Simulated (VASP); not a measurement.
# CdS3 (Pm-3m) in VASP: notebook, part 2 of 2

VASP 6.6.1.

### 4 Single point, RPBE

Contents of INCAR:

```
ALGO = Normal ; EDIFF = 1E-6
ENCUT = 500 ; GGA = RP
GGA_COMPAT = False ; ISIF = 2
ISMEAR = 0 ; LASPH = True
LCHARG = False ; LREAL = False
LWAVE = False ; NBANDS = 23
NELM = 120 ; PREC = Accurate
SIGMA = 0.1
```

Contents of KPOINTS:

```
k-points
0
Gamma
  12 12 12
```

Contents of POSCAR:

```
CdS3
1.0
    4.2011532855      0.0000000000      0.0000000000
    0.0000000000      4.2011532855      0.0000000000
    0.0000000000      0.0000000000      4.2011532855
Cd S
1 3
Direct
    0.0000000000      0.0000000000      0.0000000000
    0.0000000000      0.5000000000      0.5000000000
    0.5000000000      0.0000000000      0.5000000000
    0.5000000000      0.5000000000      0.0000000000
```

Potentials or basis: VASP PAW PBE potentials, release 64 (Cd, S).

The run is started by

```
> cat potpaw_PBE.64/Cd/POTCAR potpaw_PBE.64/S/POTCAR > POTCAR
> mpirun -np 1 vasp_std > vasp.out
```

OUTCAR:

```text
EDIFF = 1E-6
   ENCUT = 500
   GGA = RP
   ISIF = 2
   ISMEAR = 0
   LASPH = True
   LREAL = False
   NELM = 120
   PREC = Accurate

 ion  position               nearest neighbor table
   1  0.000  0.000  0.000-   2 2.97   3 2.97   4 2.97   2 2.97   3 2.97   2 2.97   4 2.97   2 2.97
                             3 2.97   4 2.97   3 2.97   4 2.97
   2  0.000  0.500  0.500-   1 2.97   1 2.97   1 2.97   1 2.97
   3  0.500  0.000  0.500-   1 2.97   1 2.97   1 2.97   1 2.97
   4  0.500  0.500  0.000-   1 2.97   1 2.97   1 2.97   1 2.97

  LATTYP: Found a simple cubic cell.
 ALAT       =     4.2011532855

  Lattice vectors:

 A1 = (   4.2011532855,   0.0000000000,   0.0000000000)
 A2 = (   0.0000000000,   4.2011532855,   0.0000000000)
 A3 = (   0.0000000000,   0.0000000000,   4.2011532855)

Analysis of symmetry for initial positions (statically):
=====================================================================
 Subroutine PRICEL returns:
 Original cell was already a primitive cell.

 Routine SETGRP: Setting up the symmetry group for a
 simple cubic supercell.

 Subroutine GETGRP returns: Found 48 space group operations
 (whereof 48 operations were pure point group operations)
 out of a pool of 48 trial point group operations.

The static configuration has the point symmetry O_h .

Analysis of symmetry for dynamics (positions and initial velocities):
=====================================================================
 Subroutine PRICEL returns:
 Original cell was already a primitive cell.

 Routine SETGRP: Setting up the symmetry group for a
 simple cubic supercell.

 Subroutine GETGRP returns: Found 48 space group operations
 (whereof 48 operations were pure point group operations)
 out of a pool of 48 trial point group operations.

[... 120 lines left out ...]
   EFERMI_NEDOS =   21; number of points for ismear=-14 and -15
   IALGO  =     38    algorithm
   IMIX   =      4    mixing-type and parameters
     AMIX     =   0.40;   BMIX     =  1.00
     AMIX_MAG =   1.60;   BMIX_MAG =  1.00
  volume/ion in A,a.u.               =      18.54       125.10
  Fermi-wavevector in a.u.,A,eV,Ry     =   1.210821  2.288120 19.947341  1.466088
  Thomas-Fermi vector in A             =   2.346356
   LORBIT       =      0    0 simple, 1 ext, 2 COOP (PROOUT), +10 PAW based schemes
   GGA     = RP    functional components
   LHFCALC =     F    Hartree Fock is set to
   AEXX    =    0.0000 exact exchange contribution
   IVDW    =     0    specifies the selected vdW correction
   LEPSILON=     F    determine dielectric tensor
   LRPA    =     F    only Hartree local field effects (RPA)
 non-spin polarized calculation
 Gauss-broadening in eV      SIGMA  =   0.10
  energy-cutoff  :      500.00
  volume of cell :       74.15
 maximum number of plane-waves:      1924
 NGX is ok and might be reduce to    32
   NGX = 15   NGY = 15   NGZ = 15

 number of electron      30.0000024 magnetization

 Free energy of the ion-electron system (eV)
  ---------------------------------------------------
  ext. energy  EPLUGINS =         0.00000000
  ---------------------------------------------------
  free energy    TOTEN  =        -8.67405151 eV

  energy without entropy =       -8.65668150  energy(sigma->0) =       -8.66536650

 E-fermi :   5.2297     XC(G=0): -10.6239

 val. band max:        5.2259377739   @ k =   0.4167   0.0833   0.0833
 cond. band min:       5.2298827536   @ k =   0.4167   0.1667   0.1667
 fundamental gap:      0.0039449798
 Fermi energy:         5.2296572476

 k-point     1 :       0.0000    0.0000    0.0000
  band No.  band energies     occupation
      1      -9.7926      2.00000
      2      -6.0937      2.00000
      3      -6.0937      2.00000
      4      -3.1189      2.00000
      5      -3.1189      2.00000
      6      -3.1189      2.00000
[... 613 lines left out ...]
     22      14.0516      0.00000
     23      15.6324      0.00000

 [... further k-points ...]

------------------------ aborting loop because EDIFF is reached ----------------------------------------

  FORCE on cell =-STRESS in cart. coord.  units (eV):
  Direction    XX          YY          ZZ          XY          YZ          ZX
  --------------------------------------------------------------------------------------
  -------------------------------------------------------------------------------------
  Total        1.2150824      1.2150824      1.2150824      0.0000000      0.0000000     -0.0000000
  in kB       26.2549218     26.2549218     26.2549218      0.0000000      0.0000000     -0.0000000
  external PRESSURE =      26.2549218 kB  Pullay stress =       0.0000000 kB

 VOLUME and BASIS-vectors are now :
 -----------------------------------------------------------------------------
  energy-cutoff  :      500.00
  volume of cell :       74.15
      direct lattice vectors                 reciprocal lattice vectors
     4.201153286  0.000000000  0.000000000     0.238029877  0.000000000  0.000000000
     0.000000000  4.201153286  0.000000000     0.000000000  0.238029877  0.000000000
     0.000000000  0.000000000  4.201153286     0.000000000  0.000000000  0.238029877

 POSITION                                       TOTAL-FORCE (eV/Angst)
 -----------------------------------------------------------------------------------
      0.00000      0.00000      0.00000         0.000000      0.000000      0.000000
      0.00000      2.10058      2.10058         0.000000      0.000000      0.000000
      2.10058      0.00000      2.10058         0.000000      0.000000      0.000000
      2.10058      2.10058      0.00000         0.000000      0.000000      0.000000
 -----------------------------------------------------------------------------------
    total drift:                                0.000000     -0.000000     -0.000000

  FREE ENERGIE OF THE ION-ELECTRON SYSTEM (eV)
  ---------------------------------------------------
  free  energy   TOTEN  =        -8.6740515060 eV

  energy  without entropy=       -8.6566815005  energy(sigma->0) =       -8.66536650
```

stdout:

```text
POSCAR found type information on POSCAR CdS
 POSCAR found :  2 types and       4 ions
 scaLAPACK will be used
 -----------------------------------------------------------------------------
|                                                                             |
|                                                                             |
|     You enforced a specific xc type in the INCAR file but a different       |
|     I HOPE YOU KNOW WHAT YOU ARE DOING!                                     |
|                                                                             |
 -----------------------------------------------------------------------------

 LDA part: xc-table for (Slater+PW92), standard interpolation
 POSCAR, INCAR and KPOINTS ok, starting setup
 FFT: planning ... GRIDC
 FFT: planning ... GRID_SOFT
 FFT: planning ... GRID
 WAVECAR not read
 entering main loop
```

Wall time 2.1 min (1 thread of Intel Xeon 8259CL, shared host); peak memory 0.25 GiB.

Results:

```
Free energy            : -8.6741 eV
Pressure               : 2.6 GPa
Band gap on the k mesh : zero (band 15 reaches 6.32 eV, above the bottom of band 16 at 4.73 eV)
```

Caveat: the PAW data sets were made with another functional, which shifts forces and pressure a little.

### 5 The runs side by side

| task | level | cell | gap on the mesh (eV) | pressure (GPa) |
| --- | --- | --- | --- | --- |
| single point | PBE | a = 4.201 Å, 4 atoms | none | 0.2 |
| relaxation of cell and atoms | PBE | relaxed from a = 4.208 Å, 4 atoms | none | 0.0 |
| single point | RPBE | a = 4.201 Å, 4 atoms | none | 2.6 |

Alike in all rows: potentials or basis VASP PAW PBE potentials, release 64 (Cd, S); no spin polarisation; k mesh 12 × 12 × 12; cutoff (eV) 500; smearing gaussian 0.1 eV.

Caveats: the PAW data sets were made with another functional, which shifts forces and pressure a little (some runs).

Absolute energies hang on the potentials; compare differences alone.
